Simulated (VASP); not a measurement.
# Nb (I4/mmm) in VASP: notebook, part 2 of 2

VASP 6.6.1.

## 3. Single point, PBEsol (strain +0.030 along x and y, -0.030 along z)

File INCAR:

```
  PREC = Accurate
  ENCUT = 520
  EDIFF = 1E-6
  ISMEAR = 0
  SIGMA = 0.15
  LREAL = False
  LASPH = True
  NELM = 100
  ALGO = Fast
  ISIF = 2
  LWAVE = False
  LCHARG = False
  GGA = PS
  NBANDS = 12
```

File KPOINTS:

```
regular mesh
0
Gamma
  20 20 20
```

File POSCAR:

```
Nb
1.0
    0.0000000000      2.1784500000      2.0515500000
    2.1784500000      0.0000000000      2.0515500000
    2.1784500000      2.1784500000      0.0000000000
Nb
1
Direct
    0.0000000000      0.0000000000      0.0000000000
```

Potentials or basis: VASP PAW PBE potentials, release 64 (Nb_sv).

Run with:

```console
$ cat potpaw_PBE.64/Nb_sv/POTCAR > POTCAR
$ mpirun -np 1 vasp_std > vasp.out
```

OUTCAR:

```text
PREC = Accurate
   ENCUT = 520
   EDIFF = 1E-6
   ISMEAR = 0
   LREAL = False
   LASPH = True
   NELM = 100
   ISIF = 2
   GGA = PS

 ion  position               nearest neighbor table
   1  0.000  0.000  0.000-

  LATTYP: Found a body centered tetragonal cell.
 ALAT       =     3.0807935350
 C/A-ratio  =     1.3318321898

  Lattice vectors:

 A1 = (   0.0000000000,  -2.1784500000,  -2.0515500000)
 A2 = (   0.0000000000,   2.1784500000,  -2.0515500000)
 A3 = (   2.1784500000,   0.0000000000,   2.0515500000)

Analysis of symmetry for initial positions (statically):
=====================================================================
 Subroutine PRICEL returns:
 Original cell was already a primitive cell.

 Routine SETGRP: Setting up the symmetry group for a
 body centered tetragonal supercell.

 Subroutine GETGRP returns: Found 16 space group operations
 (whereof 16 operations were pure point group operations)
 out of a pool of 16 trial point group operations.

The static configuration has the point symmetry D_4h.

Analysis of symmetry for dynamics (positions and initial velocities):
[... 162 lines left out ...]
 fundamental gap:      0.0052459208
 Fermi energy:        10.2996674179

 k-point     1 :       0.0000    0.0000    0.0000
  band No.  band energies     occupation
      1     -44.4031      2.00000
      2     -19.8756      2.00000
      3     -19.8719      2.00000
      4     -19.8719      2.00000
      5       4.1745      2.00000
      6      10.2659      1.24961
      7      10.2659      1.24961
      8      10.9128      0.00000
      9      12.4739      0.00000
     10      13.3005      0.00000
     11      22.1697      0.00000
     12      26.1397      0.00000
[... 331 lines left out ...]
 k-point    24 :      -0.3500    0.0500    0.0000
  band No.  band energies     occupation
      1     -44.2621      2.00000
      2     -20.7578      2.00000
      3     -20.0183      2.00000
      4     -19.9865      2.00000
      5       6.6597      2.00000
      6      10.1933      1.68415
      7      10.2868      1.09681
      8      10.8191      0.00000
      9      13.8180      0.00000
     10      14.3269      0.00000
     11      21.3015      0.00000
     12      23.4638      0.00000

 [... further k-points ...]
[... 5 lines left out ...]
  --------------------------------------------------------------------------------------
  -------------------------------------------------------------------------------------
  Total       -0.9306654     -0.9306654     -2.4464207      0.0000000      0.0000000     -0.0000000
  in kB      -76.5767349    -76.5767349   -201.2956688      0.0000000      0.0000000     -0.0000000
  external PRESSURE =    -118.1497129 kB  Pullay stress =       0.0000000 kB

 VOLUME and BASIS-vectors are now :
 -----------------------------------------------------------------------------
  energy-cutoff  :      520.00
  volume of cell :       19.47
      direct lattice vectors                 reciprocal lattice vectors
     0.000000000  2.178450000  2.051550000    -0.229520990  0.229520990  0.243718164
     2.178450000  0.000000000  2.051550000     0.229520990 -0.229520990  0.243718164
     2.178450000  2.178450000  0.000000000     0.229520990  0.229520990 -0.243718164

 POSITION                                       TOTAL-FORCE (eV/Angst)
 -----------------------------------------------------------------------------------
      0.00000      0.00000      0.00000        -0.000000      0.000000      0.000000
 -----------------------------------------------------------------------------------
    total drift:                                0.000000     -0.000000     -0.000000

  FREE ENERGIE OF THE ION-ELECTRON SYSTEM (eV)
  ---------------------------------------------------
  free  energy   TOTEN  =       -10.5974295480 eV

  energy  without entropy=      -10.5806230152  energy(sigma->0) =      -10.58902628
```

OSZICAR:

```text
N       E                     dE             d eps       ncg     rms          rms(c)
DAV:   1     0.115150004292E+03    0.11515E+03   -0.72864E+03 15456   0.107E+03
DAV:   2    -0.632335937848E+01   -0.12147E+03   -0.11725E+03 16788   0.384E+02
[... 12 lines left out ...]
RMM:  15    -0.105974249948E+02   -0.46865E-05   -0.12493E-04 25887   0.908E-02    0.577E-02
RMM:  16    -0.105974296408E+02   -0.46460E-05   -0.73651E-05 22699   0.445E-02    0.610E-02
RMM:  17    -0.105974300100E+02   -0.36912E-06   -0.31597E-05 21012   0.388E-02    0.495E-02
RMM:  18    -0.105974288468E+02    0.11632E-05   -0.22382E-05 20957   0.411E-02    0.325E-02
RMM:  19    -0.105974286423E+02    0.20446E-06   -0.14995E-05 21185   0.419E-02    0.143E-02
RMM:  20    -0.105974295480E+02   -0.90564E-06   -0.73089E-06 16422   0.298E-02
   1 F= -.10597430E+02 E0= -.10589026E+02  d E =-.168065E-01
```

stdout:

```text
POSCAR found type information on POSCAR Nb
 POSCAR found :  1 types and       1 ions
 scaLAPACK will be used
 -----------------------------------------------------------------------------
|                                                                             |
|                                                                             |
|     You enforced a specific xc type in the INCAR file but a different       |
|     I HOPE YOU KNOW WHAT YOU ARE DOING!                                     |
|                                                                             |
 -----------------------------------------------------------------------------

 LDA part: xc-table for (Slater+PW92), standard interpolation
 POSCAR, INCAR and KPOINTS ok, starting setup
 FFT: planning ... GRIDC
 FFT: planning ... GRID_SOFT
 FFT: planning ... GRID
 WAVECAR not read
 entering main loop
WARNING in EDDRMM: call to ZHEGV failed, returncode =   8  4     11
WARNING in EDDRMM: call to ZHEGV failed, returncode =   6  3      6
WARNING in EDDRMM: call to ZHEGV failed, returncode =   6  3     10
WARNING in EDDRMM: call to ZHEGV failed, returncode =   8  4      9
WARNING in EDDRMM: call to ZHEGV failed, returncode =   6  3     10
WARNING in EDDRMM: call to ZHEGV failed, returncode =   8  4     10
```

Wall time 5.3 min (1 thread of AMD EPYC 7R43 (Zen 3), shared host); peak memory 0.22 GiB.

What came out:

```yaml
Free_energy: -10.5974 eV
Pressure: -11.8 GPa
```

Stress tensor (GPa, compression positive):
```
 -7.66   0.00   0.00
  0.00  -7.66   0.00
  0.00   0.00 -20.13
```

Caveat: the cell differs from its parent crystal (strain +0.030 along x and y, -0.030 along z); the PAW data sets were made with another functional, which shifts forces and pressure a little.
